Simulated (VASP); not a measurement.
# Ta (Fd-3m) in VASP: further runs

Runs on Ta. Level: LDA. Tasks: single point.

All numbers are computed with VASP 6.6.1; they aren't measurements. Logs are shortened: lines on timing, memory, paths and dates and some standing lists are left out, and cuts for length are marked.

## 1. The cell of the first run

Symmetry: Fd-3m, No. 227, cubic system. The conventional cell has a = 5.934 Å, b = 5.934 Å, c = 5.934 Å, α = 90.00°, β = 90.00°, γ = 90.00°. Ta (site symmetry -43m) has 4 Ta at 2.57 Å within 3.4 Å.

This isn't the form of Ta at room conditions, which is bcc.

## 2. Single point, LDA

File INCAR:

```
ALGO = Normal ; EDIFF = 1E-6
ENCUT = 520 ; ISIF = 2
ISMEAR = -1 ; LASPH = T
LCHARG = F ; LREAL = F
LWAVE = F ; NBANDS = 18
NELM = 100 ; PREC = Accurate
SIGMA = 0.1
```

File KPOINTS:

```
k-points
0
Gamma
  9 9 9
```

File POSCAR:

```
Ta
1.0
    0.0000000000      2.9669587112      2.9669587112
    2.9669587112      0.0000000000      2.9669587112
    2.9669587112      2.9669587112      0.0000000000
Ta
2
Direct
    0.1250000000      0.1250000000      0.1250000000
    0.8750000000      0.8750000000      0.8750000000
```

Potentials or basis: VASP PAW LDA potentials, release 64 (Ta_pv).

Launch:

```console
cat potpaw_LDA.64/Ta_pv/POTCAR > POTCAR
mpirun -np 1 vasp_std > vasp.out
```

OUTCAR:

```text
EDIFF = 1E-6
   ENCUT = 520
   ISIF = 2
   ISMEAR = -1
   LASPH = T
   LREAL = F
   NELM = 100
   PREC = Accurate

 ion  position               nearest neighbor table
   1  0.125  0.125  0.125-   2 2.57   2 2.57   2 2.57   2 2.57
   2  0.875  0.875  0.875-   1 2.57   1 2.57   1 2.57   1 2.57

  LATTYP: Found a face centered cubic cell.
 ALAT       =     5.9339174224

  Lattice vectors:

 A1 = (   0.0000000000,   2.9669587112,   2.9669587112)
 A2 = (   2.9669587112,   0.0000000000,   2.9669587112)
 A3 = (   2.9669587112,   2.9669587112,   0.0000000000)

Analysis of symmetry for initial positions (statically):
=====================================================================
 Subroutine PRICEL returns:
 Original cell was already a primitive cell.

 Routine SETGRP: Setting up the symmetry group for a
 face centered cubic supercell.

 Subroutine GETGRP returns: Found 48 space group operations
 (whereof 12 operations were pure point group operations)
 out of a pool of 48 trial point group operations.

The static configuration has the point symmetry D_3d.
 The point group associated with its full space group is O_h .

Analysis of symmetry for dynamics (positions and initial velocities):
=====================================================================
 Subroutine PRICEL returns:
 Original cell was already a primitive cell.

 Routine SETGRP: Setting up the symmetry group for a
 face centered cubic supercell.

 Subroutine GETGRP returns: Found 48 space group operations
 (whereof 12 operations were pure point group operations)
 out of a pool of 48 trial point group operations.

The dynamic configuration has the point symmetry D_3d.
 The point group associated with its full space group is O_h .

 Subroutine INISYM returns: Found 48 space group operations
 (whereof 12 operations are pure point group operations),
 and found     1 'primitive' translations

----------------------------------------------------------------------------------------

                                     Primitive cell

  volume of cell :      52.2353

  direct lattice vectors                    reciprocal lattice vectors
     0.000000000  2.966958711  2.966958711    -0.168522736  0.168522736  0.168522736
     2.966958711  0.000000000  2.966958711     0.168522736 -0.168522736  0.168522736
     2.966958711  2.966958711  0.000000000     0.168522736  0.168522736 -0.168522736

  length of vectors
     4.195913248  4.195913248  4.195913248     0.291889941  0.291889941  0.291889941
[... 79 lines left out ...]
   ENCUT  =  520.0 eV  38.22 Ry    6.18 a.u.   7.80  7.80  7.80*2*pi/ulx,y,z
   NELM   =    100;   NELMIN=  2; NELMDL= -5     # of ELM steps
   EDIFF  = 0.1E-05   stopping-criterion for ELM
   LREAL  =      F    real-space projection
   EDIFFG = 0.1E-04   stopping-criterion for IOM
   NSW    =      0    number of steps for IOM
   IBRION =     -1    ionic relax: 0-MD 1-quasi-New 2-CG
   NFREE  =      0    steps in history (QN), initial steepest desc. (CG)
   ISIF   =      2    stress and relaxation
   ISYM   =      2    0-nonsym 1-usesym 2-fastsym
   POTIM  = 0.5000    time-step for ionic-motion
   TEBEG  =    0.0;   TEEND  =   0.0 temperature during run
   PSTRESS=    0.0 pullay stress
   NELECT =      22.0000    total number of electrons
   NUPDOWN=      -1.0000    fix difference up-down
   EMIN   =  10.00;   EMAX   =-10.00  energy-range for DOS
   EFERMI =   0.00;   METHOD = LEGACY
   ISMEAR =    -1;   SIGMA  =   0.10  broadening in eV -4-tet -1-fermi 0-gaus
   EFERMI_NEDOS =   21; number of points for ismear=-14 and -15
   IALGO  =     38    algorithm
   IMIX   =      4    mixing-type and parameters
     AMIX     =   0.40;   BMIX     =  1.00
     AMIX_MAG =   1.60;   BMIX_MAG =  1.00
  volume/ion in A,a.u.               =      26.12       176.25
  Fermi-wavevector in a.u.,A,eV,Ry     =   1.227140  2.318959 20.488651  1.505873
  Thomas-Fermi vector in A             =   2.362115
   LORBIT       =      0    0 simple, 1 ext, 2 COOP (PROOUT), +10 PAW based schemes
   GGA     = CA    functional components
   LHFCALC =     F    Hartree Fock is set to
   AEXX    =    0.0000 exact exchange contribution
   IVDW    =     0    specifies the selected vdW correction
   LEPSILON=     F    determine dielectric tensor
   LRPA    =     F    only Hartree local field effects (RPA)
 non-spin polarized calculation
  energy-cutoff  :      520.00
  volume of cell :       52.24
 maximum number of plane-waves:      1420
   NGX = 15   NGY = 15   NGZ = 15

 number of electron      22.0000000 magnetization

 Free energy of the ion-electron system (eV)
  ---------------------------------------------------
  ext. energy  EPLUGINS =         0.00000000
  ---------------------------------------------------
  free energy    TOTEN  =       -19.73844898 eV

  energy without entropy =      -19.61290602  energy(sigma->0) =      -19.67567750

 E-fermi :   2.3581     XC(G=0): -10.5832

 val. band max:        2.3439580366   @ k =   0.3333   0.0000   0.0000
 cond. band min:       2.3699489896   @ k =  -0.4444   0.3333   0.1111
 fundamental gap:      0.0259909530
 Fermi energy:         2.3581101453

 k-point     1 :       0.0000    0.0000    0.0000
  band No.  band energies     occupation
      1     -31.6278      2.00000
      2     -31.6278      2.00000
      3     -31.6278      2.00000
      4     -30.6175      2.00000
      5     -30.6175      2.00000
      6     -30.6175      2.00000
[... 481 lines left out ...]
      5     -30.3740      2.00000
      6     -30.3740      2.00000
[... 10 lines left out ...]
     17       8.4016      0.00000
     18       8.4071      0.00000

 [... further k-points ...]

------------------------ aborting loop because EDIFF is reached ----------------------------------------

  FORCE on cell =-STRESS in cart. coord.  units (eV):
  Direction    XX          YY          ZZ          XY          YZ          ZX
  --------------------------------------------------------------------------------------
  -------------------------------------------------------------------------------------
  Total        0.0847940      0.0847940      0.0847940      0.0000000     -0.0000000      0.0000000
  in kB        2.6008260      2.6008260      2.6008260      0.0000000     -0.0000000      0.0000000
  external PRESSURE =       2.6008260 kB  Pullay stress =       0.0000000 kB

 VOLUME and BASIS-vectors are now :
 -----------------------------------------------------------------------------
  energy-cutoff  :      520.00
  volume of cell :       52.24
      direct lattice vectors                 reciprocal lattice vectors
     0.000000000  2.966958711  2.966958711    -0.168522736  0.168522736  0.168522736
     2.966958711  0.000000000  2.966958711     0.168522736 -0.168522736  0.168522736
     2.966958711  2.966958711  0.000000000     0.168522736  0.168522736 -0.168522736

 POSITION                                       TOTAL-FORCE (eV/Angst)
 -----------------------------------------------------------------------------------
      0.74174      0.74174      0.74174         0.000000     -0.000000      0.000000
      5.19218      5.19218      5.19218        -0.000000      0.000000     -0.000000
 -----------------------------------------------------------------------------------
    total drift:                                0.000000      0.000000     -0.000000

  FREE ENERGIE OF THE ION-ELECTRON SYSTEM (eV)
  ---------------------------------------------------
  free  energy   TOTEN  =       -19.7384489813 eV

  energy  without entropy=      -19.6129060246  energy(sigma->0) =      -19.67567750
```

Wall time 20 s (1 thread of Intel Xeon 8259CL, shared host); peak memory 0.16 GiB.

What came out:

```yaml
Free_energy: -19.7384 eV
Pressure: 0.3 GPa
Band_gap_on_the_k_mesh: zero (bands 11 and 12 overlap by 0.68 eV)
```

Levels at points of the mesh, in eV from the Fermi level:
```tsv
k point	band 7	band 8	band 9	band 10	band 11	band 12	band 13	band 14	band 15	band 16
(0.00, 0.00, 0.00)	-5.77	-1.22	-1.22	-0.31	-0.31	-0.31	2.14	2.14	2.14	6.29
```

Caveat: spin-orbit coupling is left out, which moves the levels of the heavy elements.

## 3. Single point, LDA (22.98 Å³/atom)

This run uses another cell than the first one, of 22.98 Å³/atom.

File INCAR:

```
SYSTEM = Ta
ALGO = Normal ; EDIFF = 1E-7
ENCUT = 520 ; GGA = CA
ISIF = 2 ; ISMEAR = -1
LASPH = .TRUE. ; LCHARG = .FALSE.
LREAL = .FALSE. ; LWAVE = .FALSE.
NBANDS = 18 ; NELM = 100
PREC = Accurate ; SIGMA = 0.1
```

File KPOINTS:

```
k-points
0
G
  10 10 10
  0 0 0
```

File POSCAR:

```
Ta
1.0
    0.0000000000      2.8431889768      2.8431889768
    2.8431889768      0.0000000000      2.8431889768
    2.8431889768      2.8431889768      0.0000000000
Ta
2
Direct
    0.1250000000      0.1250000000      0.1250000000
    0.8750000000      0.8750000000      0.8750000000
```

Potentials or basis: VASP PAW LDA potentials, release 64 (Ta_pv).

Launch:

```console
cat potpaw_LDA.64/Ta_pv/POTCAR > POTCAR
mpirun -np 1 vasp_std > vasp.out
```

It took 32 s on 1 thread of Intel Xeon 8259CL, shared host; peak memory 0.17 GiB.

It converged, with:

| Property | Result |
| --- | --- |
| Free energy | -19.4978 eV |
| Pressure | 13.2 GPa |
| Band gap on the k mesh | zero (bands 11 and 12 overlap by 1.05 eV) |

Levels at points of the mesh, in eV from the Fermi level:
| k point | band 9 | band 10 | band 11 | band 12 | band 13 | band 14 |
| --- | --- | --- | --- | --- | --- | --- |
| (0.00, 0.00, 0.00) | -1.66 | -0.37 | -0.37 | -0.37 | 2.38 | 2.38 |
| (0.50, 0.00, 0.00) | -1.46 | -1.46 | -0.64 | -0.64 | 0.38 | 3.93 |
| (0.50, 0.50, 0.00) | -0.53 | -0.53 | -0.48 | -0.48 | 1.82 | 1.82 |

Caveat: the cell stands under pressure; spin-orbit coupling is left out, which moves the levels of the heavy elements.

## 4. Single point, LDA (25.07 Å³/atom)

This run uses another cell than the first one, of 25.07 Å³/atom.

File INCAR:

```
SYSTEM = Ta
PREC = Accurate ; ENCUT = 520
EDIFF = 1E-6 ; ISMEAR = -1
SIGMA = 0.1 ; LREAL = .False.
LASPH = .True. ; NELM = 80
ALGO = Normal ; ISIF = 2
LWAVE = .False. ; LCHARG = .True.
LELF = .True. ; LVHAR = .True.
NBANDS = 18
```

File KPOINTS:

```
Automatic mesh
0
Gamma
  10 10 10
  0 0 0
```

File POSCAR:

```
Ta
1.0
    0.0000000000      2.9268597590      2.9268597590
    2.9268597590      0.0000000000      2.9268597590
    2.9268597590      2.9268597590      0.0000000000
Ta
2
Direct
    0.1250000000      0.1250000000      0.1250000000
    0.8750000000      0.8750000000      0.8750000000
```

Launch:

```console
cat potpaw_LDA.64/Ta_pv/POTCAR > POTCAR
mpirun -np 1 vasp_std > vasp.out
```

Wall time 26 s (1 thread of Intel Xeon 8259CL, shared host); peak memory 0.17 GiB.

It converged, with:

```yaml
Free_energy: -19.7126 eV
Pressure: 3.8 GPa
Band_gap_on_the_k_mesh: zero (bands 11 and 12 overlap by 0.93 eV)
```

Levels at points of the mesh, in eV from the Fermi level:
```csv
k point,band 8,band 9,band 10,band 11,band 12,band 13,band 14,band 15
"(0.00, 0.00, 0.00)",-1.34,-1.34,-0.32,-0.32,-0.32,2.22,2.22,2.22
"(0.50, 0.00, 0.00)",-1.53,-1.18,-1.18,-0.50,-0.50,0.17,3.59,3.59
"(0.50, 0.50, 0.00)",-2.42,-0.73,-0.73,-0.39,-0.39,1.82,1.82,4.89
```

Caveat: the cell stands under pressure; spin-orbit coupling is left out, which moves the levels of the heavy elements.

## 5. Single point, LDA (27.16 Å³/atom)

This run uses another cell than the first one, of 27.16 Å³/atom.

File INCAR:

```
SYSTEM = Ta
PREC = Accurate
ENCUT = 520
EDIFF = 1E-6
ISMEAR = -1
SIGMA = 0.1
LREAL = .False.
LASPH = .True.
NELM = 80
ALGO = Normal
ISIF = 2
LWAVE = .False.
LCHARG = .True.
GGA = CA
LELF = .True.
LVHAR = .True.
NBANDS = 18
```

KPOINTS is that of step 4.

File POSCAR:

```
Ta
1.0
    0.0000000000      3.0060021190      3.0060021190
    3.0060021190      0.0000000000      3.0060021190
    3.0060021190      3.0060021190      0.0000000000
Ta
2
Direct
    0.1250000000      0.1250000000      0.1250000000
    0.8750000000      0.8750000000      0.8750000000
```

Launch:

```console
cat potpaw_LDA.64/Ta_pv/POTCAR > POTCAR
mpirun -np 1 vasp_std > vasp.out
```

Wall time 27 s (1 thread of Intel Xeon 8259CL, shared host); peak memory 0.17 GiB.

Results (log left out):

| Quantity | Value |
| --- | --- |
| Free energy | -19.7230 eV |
| Pressure | -2.7 GPa |
| Band gap on the k mesh | zero (bands 11 and 12 overlap by 0.85 eV) |

Levels at points of the mesh, in eV from the Fermi level:
```csv
k point,band 9,band 10,band 11,band 12,band 13,band 14
"(0.00, 0.00, 0.00)",-1.11,-0.30,-0.30,-0.30,2.07,2.07
"(0.50, 0.00, 0.00)",-0.96,-0.96,-0.40,-0.40,-0.01,3.29
"(0.50, 0.50, 0.00)",-0.93,-0.93,-0.30,-0.30,1.79,1.79
```

Caveat: spin-orbit coupling is left out, which moves the levels of the heavy elements.

## 6. Overview

```tsv
cell	k mesh	gap on the mesh (eV)	pressure (GPa)
a = 4.196 Å, angles 60.0°, 2 atoms	9 × 9 × 9	none	0.3
a = 4.021 Å, angles 60.0°, 2 atoms	10 × 10 × 10	none	13.2
a = 4.139 Å, angles 60.0°, 2 atoms	10 × 10 × 10	none	3.8
a = 4.251 Å, angles 60.0°, 2 atoms	10 × 10 × 10	none	-2.7
```

Alike in all rows: task single point; level LDA; potentials or basis VASP PAW LDA potentials, release 64 (Ta_pv); no spin polarisation; cutoff (eV) 520; smearing fermi-dirac 0.1 eV.

Caveats: spin-orbit coupling is left out, which moves the levels of the heavy elements; the cell stands under pressure (at least some runs).

Absolute energies hang on the potentials; compare differences alone.
